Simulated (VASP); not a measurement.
# SrO (P6_3mc) in VASP: relaxation of cell and atoms with PBE

Aim: the relaxation of cell and atoms of SrO with PBE.

All numbers are computed with VASP 6.6.1; they aren't measurements. Logs are shortened: lines on timing, memory, paths and dates and some standing lists are left out, and cuts for length are marked.

## 1. The cell of the first run

The structure is hexagonal, space group P6_3mc (No. 186). Conventional cell: a = 3.896 Å, b = 3.896 Å, c = 6.362 Å, α = 90.00°, β = 90.00°, γ = 120.00°. Sr (site symmetry 3m) has 4 O at 2.39 Å within 3.2 Å. O (site symmetry 3m) has 4 Sr at 2.39 Å within 3.2 Å.

## 2. Relaxation of cell and atoms, PBE

INCAR reads:

```
ALGO = Normal
EDIFF = 1E-6
EDIFFG = -0.005
ENCUT = 600
GGA = PE
IBRION = 2
ISIF = 3
ISMEAR = -1
LASPH = T
LCHARG = F
LREAL = F
LWAVE = F
NELM = 80
NSW = 80
PREC = Accurate
SIGMA = 0.02
```

KPOINTS reads:

```
k-points
0
Gamma
  12 12 4
```

POSCAR reads:

```
SrO
1.0
    3.8961583849      0.0000000000      0.0000000000
   -1.9480791924      3.3741721385      0.0000000000
    0.0000000000      0.0000000000      6.3624266425
Sr O
2 2
Direct
    0.3333333333      0.6666666667      0.0000000000
    0.6666666667      0.3333333333      0.5000000000
    0.3333333333      0.6666666667      0.3750000000
    0.6666666667      0.3333333333      0.8750000000
```

Potentials or basis: VASP PAW PBE potentials, release 64 (Sr_sv, O).

Launch:

```
> cat potpaw_PBE.64/Sr_sv/POTCAR potpaw_PBE.64/O/POTCAR > POTCAR
> mpirun -np 1 vasp_std > vasp.out
```

OUTCAR:

```text
EDIFF = 1E-6
   EDIFFG = -0.005
   ENCUT = 600
   GGA = PE
   IBRION = 2
   ISIF = 3
   ISMEAR = -1
   LASPH = T
   LREAL = F
   NELM = 80
   NSW = 80
   PREC = Accurate

 ion  position               nearest neighbor table
   1  0.333  0.667  0.000-   4 2.39   4 2.39   4 2.39   3 2.39   2 3.90   2 3.90   2 3.90   2 3.90
                             2 3.90   2 3.90
   2  0.667  0.333  0.500-   3 2.39   3 2.39   3 2.39   4 2.39   1 3.90   1 3.90   1 3.90   1 3.90
                             1 3.90   1 3.90
   3  0.333  0.667  0.375-   2 2.39   2 2.39   2 2.39   1 2.39
   4  0.667  0.333  0.875-   1 2.39   1 2.39   1 2.39   2 2.39

  LATTYP: Found a hexagonal cell.
 ALAT       =     3.8961583849
 C/A-ratio  =     1.6330000000

  Lattice vectors:

 A1 = (   3.8961583849,   0.0000000000,   0.0000000000)
 A2 = (  -1.9480791924,   3.3741721385,   0.0000000000)
 A3 = (   0.0000000000,   0.0000000000,   6.3624266425)

Analysis of symmetry for initial positions (statically):
=====================================================================
 Subroutine PRICEL returns:
 Original cell was already a primitive cell.

 Routine SETGRP: Setting up the symmetry group for a
 hexagonal supercell.

 Subroutine GETGRP returns: Found 12 space group operations
 (whereof  6 operations were pure point group operations)
 out of a pool of 24 trial point group operations.

The static configuration has the point symmetry C_3v.
 The point group associated with its full space group is C_6v.

Analysis of symmetry for dynamics (positions and initial velocities):
=====================================================================
 Subroutine PRICEL returns:
 Original cell was already a primitive cell.

 Routine SETGRP: Setting up the symmetry group for a
 hexagonal supercell.

 Subroutine GETGRP returns: Found 12 space group operations
 (whereof  6 operations were pure point group operations)
 out of a pool of 24 trial point group operations.

The dynamic configuration has the point symmetry C_3v.
 The point group associated with its full space group is C_6v.

 Subroutine INISYM returns: Found 12 space group operations
 (whereof  6 operations are pure point group operations),
 and found     1 'primitive' translations

----------------------------------------------------------------------------------------

                                     Primitive cell

  volume of cell :      83.6424

  direct lattice vectors                    reciprocal lattice vectors
     3.896158385  0.000000000  0.000000000     0.256663077  0.148184497  0.000000000
    -1.948079192  3.374172139  0.000000000     0.000000000  0.296368993  0.000000000
[... 108 lines left out ...]
     AMIX     =   0.40;   BMIX     =  1.00
     AMIX_MAG =   1.60;   BMIX_MAG =  1.00
  volume/ion in A,a.u.               =      20.91       141.11
  Fermi-wavevector in a.u.,A,eV,Ry     =   1.188455  2.245854 19.217201  1.412424
  Thomas-Fermi vector in A             =   2.324584
   LORBIT       =      0    0 simple, 1 ext, 2 COOP (PROOUT), +10 PAW based schemes
   GGA     = PE    functional components
   LHFCALC =     F    Hartree Fock is set to
   AEXX    =    0.0000 exact exchange contribution
   IVDW    =     0    specifies the selected vdW correction
   LEPSILON=     F    determine dielectric tensor
   LRPA    =     F    only Hartree local field effects (RPA)
 conjugate gradient relaxation of ions
 non-spin polarized calculation
  energy-cutoff  :      600.00
  volume of cell :       83.64
 maximum number of plane-waves:      2814
 NGX is ok and might be reduce to    32
   NGX = 15   NGY = 15   NGZ = 25

--------------------------------------- Ionic step        1  -------------------------------------------

 number of electron      32.0000001 magnetization

 Free energy of the ion-electron system (eV)
  ---------------------------------------------------
  ext. energy  EPLUGINS =         0.00000000
  ---------------------------------------------------
  free energy    TOTEN  =       -23.58674753 eV

  energy without entropy =      -23.58674753  energy(sigma->0) =      -23.58674753

------------------------ aborting loop because EDIFF is reached ----------------------------------------

  FORCE on cell =-STRESS in cart. coord.  units (eV):
  Direction    XX          YY          ZZ          XY          YZ          ZX
  --------------------------------------------------------------------------------------
  -------------------------------------------------------------------------------------
  Total        2.5605732      2.5605732      1.5449807      0.0000000      0.0000000      0.0000000
  in kB       49.0479836     49.0479836     29.5942275      0.0000000      0.0000000      0.0000000
  external PRESSURE =      42.5633982 kB  Pullay stress =       0.0000000 kB
[... 95 lines left out ...]
  FREE ENERGIE OF THE ION-ELECTRON SYSTEM (eV)
  ---------------------------------------------------
  free  energy   TOTEN  =       -23.6615988376 eV

  energy  without entropy=      -23.6615988376  energy(sigma->0) =      -23.66159884

 E-fermi :   1.2709     XC(G=0):  -8.9077

 val. band max:        0.7679849274   @ k =   0.0000   0.0000   0.0000
 cond. band min:       3.3321922390   @ k =   0.0000   0.0000   0.0000
 fundamental gap:      2.5642073117
 Fermi energy:         1.2708890871

 k-point     1 :       0.0000    0.0000    0.0000
  band No.  band energies     occupation
      1     -31.6924      2.00000
      2     -31.5242      2.00000
      3     -14.5425      2.00000
      4     -14.3142      2.00000
      5     -13.9537      2.00000
      6     -13.8441      2.00000
[... 541 lines left out ...]
     19       6.6772      0.00000
     20       7.8944      0.00000

 [... further k-points ...]

[... ionic steps 4 to 36 ...]

--------------------------------------- Ionic step       37  -------------------------------------------

 number of electron      31.9999998 magnetization

------------------------ aborting loop because EDIFF is reached ----------------------------------------
[... 71 lines left out ...]
--------------------------------------- Ionic step       39  -------------------------------------------

 number of electron      31.9999998 magnetization

 Free energy of the ion-electron system (eV)
  ---------------------------------------------------
  ext. energy  EPLUGINS =         0.00000000
  ---------------------------------------------------
  free energy    TOTEN  =       -23.90997643 eV

  energy without entropy =      -23.90997643  energy(sigma->0) =      -23.90997643

 E-fermi :   1.1614     XC(G=0):  -8.8618

 val. band max:        0.6872531428   @ k =   0.0000   0.0000   0.0000
 cond. band min:       3.2657287853   @ k =   0.0000   0.0000   0.0000
 fundamental gap:      2.5784756426
 Fermi energy:         1.1614229989

 k-point     1 :       0.0000    0.0000    0.0000
  band No.  band energies     occupation
      1     -31.7970      2.00000
      2     -31.6455      2.00000
      3     -14.3156      2.00000
      4     -14.3067      2.00000
      5     -14.2941      2.00000
      6     -13.9240      2.00000
[... 574 lines left out ...]
  FREE ENERGIE OF THE ION-ELECTRON SYSTEM (eV)
  ---------------------------------------------------
  free  energy   TOTEN  =       -23.9099764291 eV

  energy  without entropy=      -23.9099764291  energy(sigma->0) =      -23.90997643

 reached required accuracy - stopping structural energy minimisation
```

OSZICAR:

```text
N       E                     dE             d eps       ncg     rms          rms(c)
DAV:   1     0.235909076015E+03    0.23591E+03   -0.18075E+04  2280   0.167E+03
DAV:   2    -0.136005817266E+02   -0.24951E+03   -0.23908E+03  3256   0.350E+02
[... 390 lines left out ...]
       N       E                     dE             d eps       ncg     rms          rms(c)
DAV:   1    -0.239099147072E+02   -0.16979E-03   -0.36697E-01  2280   0.461E+00    0.218E-01
DAV:   2    -0.239101843938E+02   -0.26969E-03   -0.78920E-03  2700   0.670E-01    0.155E-01
DAV:   3    -0.239100175580E+02    0.16684E-03   -0.38286E-04  3580   0.130E-01    0.738E-02
DAV:   4    -0.239099765911E+02    0.40967E-04   -0.10986E-04  2744   0.860E-02    0.191E-02
DAV:   5    -0.239099768011E+02   -0.21004E-06   -0.14328E-05  3064   0.259E-02    0.688E-03
DAV:   6    -0.239099764291E+02    0.37202E-06   -0.67232E-07  1552   0.614E-03
  39 F= -.23909976E+02 E0= -.23909976E+02  d E =-.383151E-03
```

CONTCAR:

```text
SrO
   1.00000000000000
     4.2985282994003500    0.0000000000061364   -0.0000000000000000
    -2.1492641496396976    3.7226347061756031   -0.0000000000000000
    -0.0000000000000000    0.0000000000000000    5.1941494400924917
  Sr              O
     2     2
Direct
     0.3333333332999970    0.6666666667000030    0.9375820110974342
     0.6666666667000030    0.3333333332999970    0.4375820110974342
     0.3333333332999970    0.6666666667000030    0.4374179889025658
     0.6666666667000030    0.3333333332999970    0.9374179889025658

  0.00000000E+00  0.00000000E+00  0.00000000E+00
  0.00000000E+00  0.00000000E+00  0.00000000E+00
  0.00000000E+00  0.00000000E+00  0.00000000E+00
  0.00000000E+00  0.00000000E+00  0.00000000E+00
```

Run time: 18 min. Hardware: 1 thread of Intel Xeon 6975P-C (Granite Rapids), shared host; peak memory 0.32 GiB.

What came out:

```
Free energy                           : -23.9100 eV
Relaxed volume                        : 20.78 Å³/atom
Relaxed cell                          : a = 4.299 Å, b = 4.299 Å, c = 5.194 Å, α = 90.00°, β = 90.00°, γ = 120.00°
Space group after relaxing (to 0.1 Å) : P6_3/mmc (No. 194)
Pressure after relaxing               : 0.0 GPa
Band gap on the k mesh                : 2.58 eV
```

Final structure:
```xyz
4
Lattice="4.2985 0.0000 0.0000 -2.1493 3.7226 0.0000 0.0000 0.0000 5.1941" Properties=species:S:1:pos:R:3 pbc="T T T"
Sr    0.0000    2.4818    4.8699
Sr    2.1493    1.2409    2.2729
O     0.0000    2.4818    2.2720
O     2.1493    1.2409    4.8691
```

Caveat: the structure was generated, so it needn't be the stable form of SrO; a cell axis changed by over 15 % at a fixed basis, so the end point is rough.
